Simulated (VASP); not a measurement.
# MgO (qlda) (Fm-3m) in VASP: relaxation of cell and atoms with LDA

Aim: the relaxation of cell and atoms of MgO (qlda) with LDA.

Program: VASP 6.6.1. These are calculated values, not measurements. Logs are shortened: lines on timing, memory, paths and dates and some standing lists are left out, and cuts for length are marked.

## Step 1: The cell of the first run

It takes space group Fm-3m (No. 225, cubic). The conventional cell has a = 4.163 Å, b = 4.163 Å, c = 4.163 Å, α = 90.00°, β = 90.00°, γ = 90.00°. Mg (site symmetry m-3m) has 6 O at 2.08 Å within 2.8 Å. O (site symmetry m-3m) has 6 Mg at 2.08 Å within 2.8 Å.

## Step 2: Relaxation of cell and atoms, LDA

Contents of INCAR:

```
  PREC = Accurate
  ENCUT = 600
  EDIFF = 1E-6
  ISMEAR = 0
  SIGMA = 0.02
  LREAL = False
  LASPH = True
  NELM = 60
  ALGO = Normal
  ISIF = 3
  LWAVE = False
  LCHARG = False
  IBRION = 2
  NSW = 100
  EDIFFG = -0.002
```

Contents of KPOINTS:

```
regular mesh
0
Gamma
  8 8 8
```

Contents of POSCAR:

```
MgO
1.0
    0.0000000000      2.0816499855      2.0816499855
    2.0816499855      0.0000000000      2.0816499855
    2.0816499855      2.0816499855      0.0000000000
Mg O
1 1
Direct
    0.0000000000      0.0000000000      0.0000000000
    0.5000000000      0.5000000000      0.5000000000
```

Potentials or basis: VASP PAW LDA potentials, release 64 (Mg, O).

Launch:

```sh
$ cat potpaw_LDA.64/Mg/POTCAR potpaw_LDA.64/O/POTCAR > POTCAR
$ mpirun -np 1 vasp_std > vasp.out
```

OUTCAR:

```text
PREC = Accurate
   ENCUT = 600
   EDIFF = 1E-6
   ISMEAR = 0
   LREAL = False
   LASPH = True
   NELM = 60
   ISIF = 3
   IBRION = 2
   NSW = 100
   EDIFFG = -0.002

 ion  position               nearest neighbor table
   1  0.000  0.000  0.000-   2 2.08   2 2.08   2 2.08   2 2.08   2 2.08   2 2.08
   2  0.500  0.500  0.500-   1 2.08   1 2.08   1 2.08   1 2.08   1 2.08   1 2.08

  LATTYP: Found a face centered cubic cell.
 ALAT       =     4.1632999710

  Lattice vectors:

 A1 = (   0.0000000000,   2.0816499855,   2.0816499855)
 A2 = (   2.0816499855,   0.0000000000,   2.0816499855)
 A3 = (   2.0816499855,   2.0816499855,   0.0000000000)

Analysis of symmetry for initial positions (statically):
=====================================================================
 Subroutine PRICEL returns:
 Original cell was already a primitive cell.

 Routine SETGRP: Setting up the symmetry group for a
 face centered cubic supercell.

 Subroutine GETGRP returns: Found 48 space group operations
 (whereof 48 operations were pure point group operations)
 out of a pool of 48 trial point group operations.

The static configuration has the point symmetry O_h .

Analysis of symmetry for dynamics (positions and initial velocities):
=====================================================================
 Subroutine PRICEL returns:
 Original cell was already a primitive cell.

 Routine SETGRP: Setting up the symmetry group for a
 face centered cubic supercell.

 Subroutine GETGRP returns: Found 48 space group operations
 (whereof 48 operations were pure point group operations)
 out of a pool of 48 trial point group operations.

The dynamic configuration has the point symmetry O_h .

 Subroutine INISYM returns: Found 48 space group operations
 (whereof 48 operations are pure point group operations),
 and found     1 'primitive' translations

----------------------------------------------------------------------------------------

                                     Primitive cell

  volume of cell :      18.0407

  direct lattice vectors                    reciprocal lattice vectors
     0.000000000  2.081649985  2.081649985    -0.240194078  0.240194078  0.240194078
     2.081649985  0.000000000  2.081649985     0.240194078 -0.240194078  0.240194078
     2.081649985  2.081649985  0.000000000     0.240194078  0.240194078 -0.240194078

  length of vectors
     2.943897642  2.943897642  2.943897642     0.416028348  0.416028348  0.416028348

  position of ions in fractional coordinates (direct lattice)
     0.000000000  0.000000000  0.000000000
     0.500000000  0.500000000  0.500000000

  ion indices of the primitive-cell ions
   primitive index   ion index
                 1           1
                 2           2

----------------------------------------------------------------------------------------

 KPOINTS: regular mesh

Automatic generation of k-mesh.
 Grid dimensions read from file:
 generate k-points for:    8    8    8

 Generating k-lattice:

  Cartesian coordinates                     Fractional coordinates (reciprocal lattice)
    -0.030024260  0.030024260  0.030024260     0.125000000  0.000000000  0.000000000
     0.030024260 -0.030024260  0.030024260     0.000000000  0.125000000  0.000000000
     0.030024260  0.030024260 -0.030024260     0.000000000  0.000000000  0.125000000

  Length of vectors
     0.052003543  0.052003543  0.052003543

  Shift w.r.t. Gamma in fractional coordinates (k-lattice)
     0.000000000  0.000000000  0.000000000

 Subroutine IBZKPT returns following result:
 ===========================================

 Found     29 irreducible k-points:

 Following reciprocal coordinates:
            Coordinates               Weight
  0.000000  0.000000  0.000000      1.000000
  0.125000  0.000000  0.000000      8.000000
  0.250000  0.000000  0.000000      8.000000
  0.375000  0.000000  0.000000      8.000000
  0.500000  0.000000  0.000000      4.000000
  0.125000  0.125000  0.000000      6.000000
[... 16 lines left out ...]
  0.500000  0.250000  0.125000     48.000000
 -0.375000  0.250000  0.125000     24.000000
 [... further k-points ...]
   k-points           NKPTS =     29   k-points in BZ     NKDIM =     29   number of bands    NBANDS=      8
   number of dos      NEDOS =    301   number of ions     NIONS =      2
   total plane-waves  NPLWV =  13824
   dimension x,y,z NGX =    24 NGY =   24 NGZ =   24
   dimension x,y,z NGXF=    48 NGYF=   48 NGZF=   48
   ions per type =               1   1
   NGX,Y,Z   is equivalent  to a cutoff of  13.55, 13.55, 13.55 a.u.
   NGXF,Y,Z  is equivalent  to a cutoff of  27.11, 27.11, 27.11 a.u.
 SYSTEM =  unknown system
   PREC   = accura    normal or accurate (medium, high low for compatibility)
   ISTART =      0    job   : 0-new  1-cont  2-samecut
   ICHARG =      2    charge: 1-file 2-atom 10-const
   ISPIN  =      1    spin polarized calculation?
   LNONCOLLINEAR =      F non collinear calculations
   LSORBIT =      F    spin-orbit coupling
   LASPH  =      T    aspherical Exc in radial PAW
   ENCUT  =  600.0 eV  44.10 Ry    6.64 a.u.   5.88  5.88  5.88*2*pi/ulx,y,z
   NELM   =     60;   NELMIN=  2; NELMDL= -5     # of ELM steps
   EDIFF  = 0.1E-05   stopping-criterion for ELM
   LREAL  =      F    real-space projection
   EDIFFG = -.2E-02   stopping-criterion for IOM
   NSW    =    100    number of steps for IOM
   IBRION =      2    ionic relax: 0-MD 1-quasi-New 2-CG
   NFREE  =      1    steps in history (QN), initial steepest desc. (CG)
   ISIF   =      3    stress and relaxation
   ISYM   =      2    0-nonsym 1-usesym 2-fastsym
   POTIM  = 0.5000    time-step for ionic-motion
   TEBEG  =    0.0;   TEEND  =   0.0 temperature during run
   PSTRESS=    0.0 pullay stress
   NELECT =       8.0000    total number of electrons
   NUPDOWN=      -1.0000    fix difference up-down
   EMIN   =  10.00;   EMAX   =-10.00  energy-range for DOS
   EFERMI =   0.00;   METHOD = LEGACY
   ISMEAR =     0;   SIGMA  =   0.02  broadening in eV -4-tet -1-fermi 0-gaus
   EFERMI_NEDOS =   21; number of points for ismear=-14 and -15
   IALGO  =     38    algorithm
   IMIX   =      4    mixing-type and parameters
     AMIX     =   0.40;   BMIX     =  1.00
     AMIX_MAG =   1.60;   BMIX_MAG =  1.00
  volume/ion in A,a.u.               =       9.02        60.87
  Fermi-wavevector in a.u.,A,eV,Ry     =   1.248400  2.359134 21.204717  1.558503
  Thomas-Fermi vector in A             =   2.382488
   LORBIT       =      0    0 simple, 1 ext, 2 COOP (PROOUT), +10 PAW based schemes
   GGA     = CA    functional components
   LHFCALC =     F    Hartree Fock is set to
   AEXX    =    0.0000 exact exchange contribution
   IVDW    =     0    specifies the selected vdW correction
   LEPSILON=     F    determine dielectric tensor
   LRPA    =     F    only Hartree local field effects (RPA)
 conjugate gradient relaxation of ions
 non-spin polarized calculation
 Gauss-broadening in eV      SIGMA  =   0.02
  energy-cutoff  :      600.00
  volume of cell :       18.04
 maximum number of plane-waves:       620
   NGX = 11   NGY = 11   NGZ = 11

--------------------------------------- Ionic step        1  -------------------------------------------

 number of electron       8.0000001 magnetization

 Free energy of the ion-electron system (eV)
  ---------------------------------------------------
  ext. energy  EPLUGINS =         0.00000000
  ---------------------------------------------------
  free energy    TOTEN  =       -13.44760517 eV

  energy without entropy =      -13.44760517  energy(sigma->0) =      -13.44760517

------------------------ aborting loop because EDIFF is reached ----------------------------------------

  FORCE on cell =-STRESS in cart. coord.  units (eV):
  Direction    XX          YY          ZZ          XY          YZ          ZX
  --------------------------------------------------------------------------------------
  -------------------------------------------------------------------------------------
  Total       -0.2741064     -0.2741064     -0.2741064     -0.0000000      0.0000000     -0.0000000
  in kB      -24.3431385    -24.3431385    -24.3431385     -0.0000000      0.0000000     -0.0000000
  external PRESSURE =     -24.3431385 kB  Pullay stress =       0.0000000 kB

 VOLUME and BASIS-vectors are now :
 -----------------------------------------------------------------------------
  energy-cutoff  :      600.00
  volume of cell :       18.04
      direct lattice vectors                 reciprocal lattice vectors
     0.000000000  2.081649985  2.081649985    -0.240194078  0.240194078  0.240194078
     2.081649985  0.000000000  2.081649985     0.240194078 -0.240194078  0.240194078
     2.081649985  2.081649985  0.000000000     0.240194078  0.240194078 -0.240194078
[... 37 lines left out ...]
 POSITION                                       TOTAL-FORCE (eV/Angst)
 -----------------------------------------------------------------------------------
      4.13577      2.06789      2.06789         0.000000      0.000000      0.000000
      2.06789      2.06789      2.06789        -0.000000      0.000000      0.000000
 -----------------------------------------------------------------------------------
    total drift:                               -0.000000     -0.000000      0.000000

  FREE ENERGIE OF THE ION-ELECTRON SYSTEM (eV)
  ---------------------------------------------------
  free  energy   TOTEN  =       -13.4492508849 eV

  energy  without entropy=      -13.4492508849  energy(sigma->0) =      -13.44925088

--------------------------------------- Ionic step        3  -------------------------------------------

 number of electron       7.9999999 magnetization

 Free energy of the ion-electron system (eV)
  ---------------------------------------------------
  ext. energy  EPLUGINS =         0.00000000
  ---------------------------------------------------
  free energy    TOTEN  =       -13.44957776 eV

  energy without entropy =      -13.44957776  energy(sigma->0) =      -13.44957776

 E-fermi :   3.4138     XC(G=0): -11.8309

 val. band max:        3.2613722866   @ k =   0.0000   0.0000   0.0000
 cond. band min:       8.4138647506   @ k =   0.0000   0.0000   0.0000
 fundamental gap:      5.1524924640
 Fermi energy:         3.4138126542

 k-point     1 :       0.0000    0.0000    0.0000
  band No.  band energies     occupation
      1     -14.0049      2.00000
      2       3.2614      2.00000
      3       3.2614      2.00000
      4       3.2614      2.00000
      5       8.4139      0.00000
      6      19.0558      0.00000
      7      19.0558      0.00000
      8      19.0558      0.00000

 k-point     2 :       0.1250    0.0000    0.0000
  band No.  band energies     occupation
      1     -13.8202      2.00000
      2       2.2783      2.00000
      3       3.1467      2.00000
      4       3.1467      2.00000
      5       9.3117      0.00000
      6      17.3904      0.00000
      7      19.4435      0.00000
      8      19.4435      0.00000
[... 221 lines left out ...]
 k-point    23 :       0.5000    0.2500    0.1250
  band No.  band energies     occupation
      1     -12.5477      2.00000
      2      -0.6774      2.00000
      3       1.3962      2.00000
      4       2.3142      2.00000
      5      13.0127      0.00000
      6      15.0571      0.00000
      7      17.4334      0.00000
      8      20.6924      0.00000

 k-point    24 :      -0.3750    0.2500    0.1250
  band No.  band energies     occupation
      1     -12.3499      2.00000
      2      -1.0104      2.00000
      3       1.1757      2.00000
      4       2.1864      2.00000
      5      13.1096      0.00000
      6      15.7197      0.00000
      7      16.9942      0.00000
      8      20.4525      0.00000

 [... further k-points ...]

------------------------ aborting loop because EDIFF is reached ----------------------------------------

  FORCE on cell =-STRESS in cart. coord.  units (eV):
  Direction    XX          YY          ZZ          XY          YZ          ZX
  --------------------------------------------------------------------------------------
  -------------------------------------------------------------------------------------
  Total        0.0007127      0.0007127      0.0007127     -0.0000000      0.0000000     -0.0000000
  in kB        0.0642036      0.0642036      0.0642036     -0.0000000      0.0000000     -0.0000000
  external PRESSURE =       0.0642036 kB  Pullay stress =       0.0000000 kB

 VOLUME and BASIS-vectors are now :
 -----------------------------------------------------------------------------
  energy-cutoff  :      600.00
  volume of cell :       17.79
      direct lattice vectors                 reciprocal lattice vectors
     0.000000000  2.071803303  2.071803303    -0.241335651  0.241335651  0.241335651
     2.071803303 -0.000000000  2.071803303     0.241335651 -0.241335651  0.241335651
     2.071803303  2.071803303  0.000000000     0.241335651  0.241335651 -0.241335651

 POSITION                                       TOTAL-FORCE (eV/Angst)
 -----------------------------------------------------------------------------------
      0.00000      0.00000      0.00000        -0.000000     -0.000000      0.000000
      2.07180      2.07180      2.07180         0.000000      0.000000      0.000000
 -----------------------------------------------------------------------------------
    total drift:                               -0.000000     -0.000000      0.000000

  FREE ENERGIE OF THE ION-ELECTRON SYSTEM (eV)
  ---------------------------------------------------
  free  energy   TOTEN  =       -13.4495777561 eV

  energy  without entropy=      -13.4495777561  energy(sigma->0) =      -13.44957776

 reached required accuracy - stopping structural energy minimisation
```

Run time: 8 s. Hardware: 1 thread of Intel Xeon Platinum 8259CL at 2.50GHz (Skylake/Cascade Lake), shared host; peak memory 0.13 GiB.

What came out:

* Free energy: -13.4496 eV
* Relaxed volume: 8.89 Å³/atom
* Relaxed cell: a = 2.930 Å, b = 2.930 Å, c = 2.930 Å, α = 60.00°, β = 60.00°, γ = 60.00°
* Space group after relaxing (to 0.05 Å): Fm-3m (No. 225)
* Energy gained by relaxing: 1.0 meV/atom
* Ionic steps: 3
* Pressure after relaxing: 0.0 GPa
* Band gap on the k mesh: 5.15 eV, direct

The path:
| step | energy change (eV) | largest force (eV/Å) | pressure (GPa) | volume (Å³) |
| --- | --- | --- | --- | --- |
| 1 | 0.0000 | 0.0000 | -2.43 | 18.04 |
| 2 | -0.0016 | 0.0000 | 1.03 | 17.69 |
| 3 | -0.0020 | 0.0000 | 0.01 | 17.79 |

Final structure:
```
Mg O
1.0
     0.00000    2.07180    2.07180
     2.07180    0.00000    2.07180
     2.07180    2.07180    0.00000
Mg O
1 1
Direct
  0.00000 0.00000 0.00000
  0.50000 0.50000 0.50000
```

Levels at points of the mesh, in eV from the valence-band top:
```
           k point  band 2  band 3  band 4  band 5  band 6  band 7
(0.00, 0.00, 0.00)    0.00    0.00    0.00    5.15   15.79   15.79
(0.50, 0.00, 0.00)   -4.92   -0.72   -0.72    8.05   12.96   16.51
(0.50, 0.50, 0.00)   -4.36   -1.44   -1.44    8.93   10.24   13.42
```
